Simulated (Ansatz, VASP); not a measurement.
**Si3Sn in VASP and in Ansatz**

```
CELL_PARAMETERS angstrom
3.73455 0.00000 0.00000
0.00000 3.73455 0.00000
0.00000 0.00000 5.28145
ATOMIC_POSITIONS crystal
Si 0.50000 0.00000 0.25000
Si 0.00000 0.50000 0.75000
Si 0.50000 0.50000 0.00000
Sn 0.00000 0.00000 0.50000
```

Alike in both runs: task single point; functional PBE; k mesh 6 × 6 × 4; occupations gaussian, width 0.1 eV; no spin polarisation.

|  | VASP | Ansatz |
| --- | --- | --- |
| version | VASP 6.6.1 | Ansatz 0.2.0 |
| potentials or method | VASP PAW PBE potentials, release 64 (Si, Sn_d), cutoff 520 eV | scalar-relativistic, plane waves, PAW |
| valence electrons in the cell | 26 | 26 |

VASP gave:

* gap on the k mesh at the Fermi level (eV): 0.11
* least direct gap on the mesh (eV): 0.23
* rms of the force components (eV/Å): 1.470

Problem. Which values does Ansatz return?

Solution. gap on the k mesh at the Fermi level (eV): 0.11; least direct gap on the mesh (eV): 0.23; rms of the force components (eV/Å): 1.482.

Atom by atom the forces differ by 0.012 eV/Å (rms over components).
